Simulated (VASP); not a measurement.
# Ni (P6/mmm) in VASP: single point with PBEsol

Aim: the single point of Ni with PBEsol.

All numbers are computed with VASP 6.6.1; they aren't measurements. Logs are shortened: lines on timing, memory, paths and dates and some standing lists are left out, and cuts for length are marked.

## Step 1: The cell of the first run

Symmetry: P6/mmm, No. 191, hexagonal system. The conventional cell has a = 3.832 Å, b = 3.832 Å, c = 2.273 Å, α = 90.00°, β = 90.00°, γ = 120.00°. Ni (site symmetry -6m2) has 5 Ni at 2.21 to 2.27 Å within 2.9 Å.

This isn't the form of Ni at room conditions, which is fcc.

## Step 2: Single point, PBEsol, collinear spin, ferromagnetic start

INCAR reads:

```
SYSTEM = Ni
  PREC = Accurate
  ENCUT = 520
  EDIFF = 1E-6
  ISMEAR = 0
  SIGMA = 0.1
  LREAL = .False.
  LASPH = .True.
  NELM = 150
  ALGO = Normal
  ISIF = 2
  LWAVE = .False.
  LCHARG = .False.
  ISPIN = 2
  MAGMOM = 0.83 0.83 0.83 0.83
  LORBIT = 11
  LMAXMIX = 4
  GGA = PS
  NBANDS = 32
```

KPOINTS reads:

```
Automatic mesh
0
Gamma
  6 6 4
  0 0 0
```

POSCAR reads:

```
Ni
1.0
    3.8320742453      0.0000000000      0.0000000000
   -1.9160371227      3.3186736456      0.0000000000
    0.0000000000      0.0000000000      4.5453839623
Ni
4
Direct
    0.3333333333      0.6666666667      0.4999993641
    0.6666666667      0.3333333333      0.9999993641
    0.6666666667      0.3333333333      0.5000006359
    0.3333333333      0.6666666667      0.0000006359
```

Potentials or basis: VASP PAW PBE potentials, release 64 (Ni).

Command:

```sh
$ cat potpaw_PBE.64/Ni/POTCAR > POTCAR
$ mpirun -np 1 vasp_std > vasp.out
```

OUTCAR:

```text
SYSTEM = Ni
   PREC = Accurate
   ENCUT = 520
   EDIFF = 1E-6
   ISMEAR = 0
   LREAL = .False.
   LASPH = .True.
   NELM = 150
   ISIF = 2
   ISPIN = 2
   LORBIT = 11
   GGA = PS

 ion  position               nearest neighbor table
   1  0.333  0.667  0.500-   3 2.21   3 2.21   3 2.21   4 2.27   4 2.27
   2  0.667  0.333  1.000-   4 2.21   4 2.21   4 2.21   3 2.27   3 2.27
   3  0.667  0.333  0.500-   1 2.21   1 2.21   1 2.21   2 2.27   2 2.27
   4  0.333  0.667  0.000-   2 2.21   2 2.21   2 2.21   1 2.27   1 2.27

  LATTYP: Found a hexagonal cell.
 ALAT       =     3.8320742453
 C/A-ratio  =     1.1861419355

  Lattice vectors:

 A1 = (   3.8320742453,   0.0000000000,   0.0000000000)
 A2 = (  -1.9160371227,   3.3186736456,   0.0000000000)
 A3 = (   0.0000000000,   0.0000000000,   4.5453839623)

Analysis of symmetry for initial positions (statically):
=====================================================================
 Subroutine PRICEL returns following result:

  LATTYP: Found a hexagonal cell.
 ALAT       =     3.8320742453
 C/A-ratio  =     0.5930724763
[... 12 lines left out ...]
 Subroutine GETGRP returns: Found 24 space group operations
 (whereof 24 operations were pure point group operations)
 out of a pool of 24 trial point group operations.

The static configuration has the point symmetry D_6h.

Analysis of symmetry for dynamics (positions and initial velocities):
=====================================================================
 Subroutine PRICEL returns following result:

  LATTYP: Found a hexagonal cell.
 ALAT       =     3.8320742453
 C/A-ratio  =     0.5930724763
[... 12 lines left out ...]
 Subroutine GETGRP returns: Found 24 space group operations
 (whereof 24 operations were pure point group operations)
 out of a pool of 24 trial point group operations.

The dynamic configuration has the point symmetry D_6h.

Analysis of structural, dynamic, and magnetic symmetry:
=====================================================================
 Subroutine PRICEL returns following result:

  LATTYP: Found a hexagonal cell.
 ALAT       =     3.8320742453
 C/A-ratio  =     0.5930724763
[... 12 lines left out ...]
 Subroutine GETGRP returns: Found 24 space group operations
 (whereof 24 operations were pure point group operations)
 out of a pool of 24 trial point group operations.

The overall configuration has the point symmetry D_6h.

 Subroutine INISYM returns: Found 24 space group operations
 (whereof 24 operations are pure point group operations),
 and found     2 'primitive' translations

----------------------------------------------------------------------------------------

                                     Primitive cell

  volume of cell :      28.9028

  direct lattice vectors                    reciprocal lattice vectors
     3.832074245  0.000000000  0.000000000     0.260955278  0.150662600  0.000000000
    -1.916037123  3.318673646  0.000000000     0.000000000  0.301325200  0.000000000
     0.000000000  0.000000000  2.272697762     0.000000000  0.000000000  0.440005713

  length of vectors
     3.832074245  3.832074245  2.272697762     0.301325200  0.301325200  0.440005713

  position of ions in fractional coordinates (direct lattice)
     0.333333333  0.666666667  0.999996185
     0.666666667  0.333333333  0.999998728

  ion indices of the primitive-cell ions
   primitive index   ion index
                 1           1
                 2           3

----------------------------------------------------------------------------------------

 KPOINTS: Automatic mesh

Automatic generation of k-mesh.
 Grid dimensions read from file:
 generate k-points for:    6    6    4

 Generating k-lattice:

  Cartesian coordinates                     Fractional coordinates (reciprocal lattice)
     0.043492546  0.025110433  0.000000000     0.166666667  0.000000000  0.000000000
     0.000000000  0.050220867  0.000000000     0.000000000  0.166666667  0.000000000
     0.000000000  0.000000000  0.055000854     0.000000000  0.000000000  0.250000000

  Length of vectors
     0.050220867  0.050220867  0.055000854

  Shift w.r.t. Gamma in fractional coordinates (k-lattice)
     0.000000000  0.000000000  0.000000000

 Subroutine IBZKPT returns following result:
 ===========================================

 Found     21 irreducible k-points:

 Following reciprocal coordinates:
            Coordinates               Weight
  0.000000  0.000000  0.000000      1.000000
  0.166667  0.000000  0.000000      6.000000
  0.333333  0.000000  0.000000      6.000000
  0.500000  0.000000  0.000000      3.000000
  0.166667  0.166667  0.000000      6.000000
  0.333333  0.166667  0.000000     12.000000
[... 13 lines left out ...]
  0.333333  0.166667  0.500000     12.000000
  0.333333  0.333333  0.500000      2.000000
   k-points           NKPTS =     21   k-points in BZ     NKDIM =     21   number of bands    NBANDS=     32
   number of dos      NEDOS =    301   number of ions     NIONS =      4
   total plane-waves  NPLWV =  32400
   dimension x,y,z NGX =    30 NGY =   30 NGZ =   36
   dimension x,y,z NGXF=    60 NGYF=   60 NGZF=   72
   ions per type =               4
   NGX,Y,Z   is equivalent  to a cutoff of  13.01, 13.01, 13.17 a.u.
   NGXF,Y,Z  is equivalent  to a cutoff of  26.03, 26.03, 26.33 a.u.
 SYSTEM =  Ni
   PREC   = accura    normal or accurate (medium, high low for compatibility)
   ISTART =      0    job   : 0-new  1-cont  2-samecut
   ICHARG =      2    charge: 1-file 2-atom 10-const
   ISPIN  =      2    spin polarized calculation?
   LNONCOLLINEAR =      F non collinear calculations
   LSORBIT =      F    spin-orbit coupling
   LASPH  =      T    aspherical Exc in radial PAW
   ENCUT  =  520.0 eV  38.22 Ry    6.18 a.u.   7.13  7.13  8.45*2*pi/ulx,y,z
   NELM   =    150;   NELMIN=  2; NELMDL= -5     # of ELM steps
   EDIFF  = 0.1E-05   stopping-criterion for ELM
   LREAL  =      F    real-space projection
   EDIFFG = 0.1E-04   stopping-criterion for IOM
   NSW    =      0    number of steps for IOM
   IBRION =     -1    ionic relax: 0-MD 1-quasi-New 2-CG
   NFREE  =      0    steps in history (QN), initial steepest desc. (CG)
   ISIF   =      2    stress and relaxation
   ISYM   =      2    0-nonsym 1-usesym 2-fastsym
   POTIM  = 0.5000    time-step for ionic-motion
   TEBEG  =    0.0;   TEEND  =   0.0 temperature during run
   PSTRESS=    0.0 pullay stress
   NELECT =      40.0000    total number of electrons
   NUPDOWN=      -1.0000    fix difference up-down
   EMIN   =  10.00;   EMAX   =-10.00  energy-range for DOS
   EFERMI =   0.00;   METHOD = LEGACY
   ISMEAR =     0;   SIGMA  =   0.10  broadening in eV -4-tet -1-fermi 0-gaus
   EFERMI_NEDOS =   21; number of points for ismear=-14 and -15
   IALGO  =     38    algorithm
   IMIX   =      4    mixing-type and parameters
     AMIX     =   0.40;   BMIX     =  1.00
     AMIX_MAG =   1.60;   BMIX_MAG =  1.00
  volume/ion in A,a.u.               =      14.45        97.52
  Fermi-wavevector in a.u.,A,eV,Ry     =   1.448011  2.736344 28.527817  2.096735
  Thomas-Fermi vector in A             =   2.565900
   LORBIT       =     11    0 simple, 1 ext, 2 COOP (PROOUT), +10 PAW based schemes
   GGA     = PS    functional components
   LHFCALC =     F    Hartree Fock is set to
   AEXX    =    0.0000 exact exchange contribution
   IVDW    =     0    specifies the selected vdW correction
   LEPSILON=     F    determine dielectric tensor
   LRPA    =     F    only Hartree local field effects (RPA)
 spin polarized calculation
 Gauss-broadening in eV      SIGMA  =   0.10
  energy-cutoff  :      520.00
  volume of cell :       57.81
 maximum number of plane-waves:      1576
 NGX is ok and might be reduce to    30
   NGX = 15   NGY = 15   NGZ = 17

 number of electron      39.9999962 magnetization       2.4625578

 Free energy of the ion-electron system (eV)
  ---------------------------------------------------
  ext. energy  EPLUGINS =         0.00000000
  ---------------------------------------------------
  free energy    TOTEN  =       -20.32734061 eV

  energy without entropy =      -20.29392244  energy(sigma->0) =      -20.31063153

 E-fermi :   5.7120     XC(G=0): -11.5346

 val. band max:        5.6926802955   @ k =   0.3333   0.1667   0.0000
 cond. band min:       5.7229399362   @ k =   0.1667   0.0000   0.2500
 fundamental gap:      0.0302596408
 Fermi energy:         5.7119519326

 spin component 1

 k-point     1 :       0.0000    0.0000    0.0000
  band No.  band energies     occupation
      1      -1.5951      1.00000
      2       1.8755      1.00000
      3       2.0987      1.00000
      4       2.0987      1.00000
      5       2.3884      1.00000
      6       2.5427      1.00000
[... 724 lines left out ...]
     31      20.3767      0.00000
     32      20.3767      0.00000
 Fermi energy:         5.7119519326

 spin component 2

 k-point     1 :       0.0000    0.0000    0.0000
  band No.  band energies     occupation
      1      -1.5642      1.00000
      2       2.4040      1.00000
      3       2.6682      1.00000
      4       2.6682      1.00000
      5       2.7558      1.00000
      6       3.0716      1.00000
[... 724 lines left out ...]
     31      20.4185      0.00000
     32      20.4185      0.00000

------------------------ aborting loop because EDIFF is reached ----------------------------------------

  FORCE on cell =-STRESS in cart. coord.  units (eV):
  Direction    XX          YY          ZZ          XY          YZ          ZX
  --------------------------------------------------------------------------------------
  -------------------------------------------------------------------------------------
  Total       -0.0220087     -0.0220087     -0.0050529      0.0000000      0.0000000      0.0000000
  in kB       -0.6100078     -0.6100078     -0.1400504      0.0000000      0.0000000      0.0000000
  external PRESSURE =      -0.4533553 kB  Pullay stress =       0.0000000 kB

 VOLUME and BASIS-vectors are now :
 -----------------------------------------------------------------------------
  energy-cutoff  :      520.00
  volume of cell :       57.81
      direct lattice vectors                 reciprocal lattice vectors
     3.832074245  0.000000000  0.000000000     0.260955278  0.150662600  0.000000000
    -1.916037123  3.318673646  0.000000000     0.000000000  0.301325200  0.000000000
     0.000000000  0.000000000  4.545383962     0.000000000  0.000000000  0.220003416

 POSITION                                       TOTAL-FORCE (eV/Angst)
 -----------------------------------------------------------------------------------
     -0.00000      2.21245      2.27269        -0.000000     -0.000000      0.000000
      1.91604      1.10622      4.54538         0.000000      0.000000      0.000000
      1.91604      1.10622      2.27269         0.000000      0.000000      0.000000
     -0.00000      2.21245      0.00000        -0.000000     -0.000000      0.000000
 -----------------------------------------------------------------------------------
    total drift:                               -0.000000      0.000000      0.000000

  FREE ENERGIE OF THE ION-ELECTRON SYSTEM (eV)
  ---------------------------------------------------
  free  energy   TOTEN  =       -20.3273406122 eV

  energy  without entropy=      -20.2939224443  energy(sigma->0) =      -20.31063153

 total charge

# of ion       s       p       d       tot
------------------------------------------
    1        0.552   0.405   8.356   9.313
    2        0.552   0.405   8.356   9.313
    3        0.552   0.405   8.356   9.313
    4        0.552   0.405   8.356   9.313
--------------------------------------------------
tot          2.208   1.619  33.425  37.251

 magnetization (x)

# of ion       s       p       d       tot
------------------------------------------
    1       -0.001  -0.008   0.628   0.619
    2       -0.001  -0.008   0.628   0.619
    3       -0.001  -0.008   0.628   0.619
    4       -0.001  -0.008   0.628   0.619
--------------------------------------------------
tot         -0.005  -0.033   2.514   2.475
```

Wall time 47 s (1 thread of AMD EPYC 9R45 (Zen 5), shared host); peak memory 0.19 GiB.

Results:

| Item | Value |
| --- | --- |
| Free energy | -20.3273 eV |
| Pressure | 0.0 GPa |
| Net moment | 2.46 μB per cell |
| Site moments | Ni +0.62 μB |
| Valence electrons inside the program's atomic spheres | Ni 9.31 |

Levels at points of the mesh, in eV from the Fermi level:
Spin up:
```csv
k point,band 17,band 18,band 19,band 20,band 21,band 22,band 23,band 24,band 25,band 26
"(0.00, 0.00, 0.00)",-1.32,-1.32,-0.51,-0.51,-0.25,0.39,4.17,6.08,6.08,9.73
"(0.50, 0.00, 0.00)",-0.71,-0.58,-0.45,-0.42,-0.05,0.05,2.52,3.40,5.25,6.10
"(0.00, 0.00, 0.50)",-1.55,-1.55,-1.13,-1.13,-1.13,-1.13,8.64,8.64,8.64,8.64
"(0.50, 0.00, 0.50)",-1.07,-1.07,-0.64,-0.64,0.29,0.29,0.48,0.48,5.39,5.39
```
Spin down:
```csv
k point,band 16,band 17,band 18,band 19,band 20,band 21
"(0.00, 0.00, 0.00)",-1.13,-0.60,-0.60,-0.25,0.24,0.24
"(0.50, 0.00, 0.00)",-0.16,0.03,0.09,0.13,0.34,0.63
"(0.00, 0.00, 0.50)",-1.39,-0.96,-0.96,-0.42,-0.42,-0.42
"(0.50, 0.00, 0.50)",-0.42,-0.36,-0.36,0.03,0.03,0.63
```

Caveat: the PAW data sets were made with another functional, which shifts forces and pressure a little.
